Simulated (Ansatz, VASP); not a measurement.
# Si3Se2: VASP beside Ansatz

INCAR

```
  PREC = Accurate
  ENCUT = 600
  EDIFF = 1E-6
  ISMEAR = 0
  SIGMA = 0.2
  LREAL = False
  LASPH = True
  NELM = 100
  ALGO = Normal
  ISIF = 3
  LWAVE = False
  LCHARG = False
  GGA = PE
  IBRION = 2
  NSW = 36
  EDIFFG = -0.08
```

Contents of KPOINTS:

```
Automatic mesh
0
Gamma
  5 5 5
```

Contents of POSCAR:

```
Si3Se2
1.0
    1.8789031100      1.0847852200      8.4622248600
   -1.8789031100      1.0847852200      8.4622248600
    0.0000000000     -2.1695704400      8.4622248600
Si Se
3 2
Direct
    0.3890000000      0.3890000000      0.3890000000
    0.8000000100      0.8000000100      0.8000000100
    0.0000000000      0.0000000000      0.0000000000
    0.1879999900      0.1879999900      0.1879999900
    0.5979999900      0.5979999900      0.5979999900
```

Input for Ansatz:

```yaml
crystal:
  lattice:
    - [1.87890311, 1.08478522, 8.46222486]
    - [-1.87890311, 1.08478522, 8.46222486]
    - [0.0, -2.16957044, 8.46222486]
  atoms:
    - { symbol: Si, position: [0.389, 0.389, 0.389] }
    - { symbol: Si, position: [0.80000001, 0.80000001, 0.80000001] }
    - { symbol: Si, position: [0.0, 0.0, 0.0] }
    - { symbol: Se, position: [0.18799999, 0.18799999, 0.18799999] }
    - { symbol: Se, position: [0.59799999, 0.59799999, 0.59799999] }
basis:
  ecutwfc: 420
kpoints:
  mp_grid: { grid: [5, 5, 5] }
hamiltonian:
  xc: pbe
scf:
  occupations: { method: gaussian, width: 0.2 }
  lower_state_search: "off"
output:
  forces: true
  stress: true
  eigenvalues: true
relax:
  adjacent_minimum: "off"
  f_tol: 0.08
  max_steps: 16
  cell: { stress_tol: 0.8 }
```

Change from the starting cell: species swapped into the Bi2Te3 type (R3m, No. 160).

Alike in both runs: task relaxation of cell and atoms; functional PBE; k mesh 5 × 5 × 5; occupations gaussian, width 0.2 eV; no spin polarisation.

|  | VASP | Ansatz |
| --- | --- | --- |
| version | VASP 6.6.1 | Ansatz 0.2.0 |
| potentials or method | VASP PAW PBE potentials, release 64 (Si, Se), cutoff 600 eV | scalar-relativistic, plane waves, PAW |
| valence electrons in the cell | 24 | 44 |

```tsv
	VASP	Ansatz	Ansatz less VASP
gap on the k mesh at the Fermi level, each at its own relaxed structure (eV)	none	none	-
relaxed volume (Å³/atom)	20.02	20.48	+0.458
relaxed cell length with the largest relative difference (Å)	9.610	9.814	+0.2047
```

A gap of «none» marks a metal or a gap that the smearing closes. VASP's potentials hold 24 valence electrons a cell and Ansatz's 44, so a difference there can come from the potentials and not from the codes.

The k mesh is coarse, so the values compare programs but aren't converged.
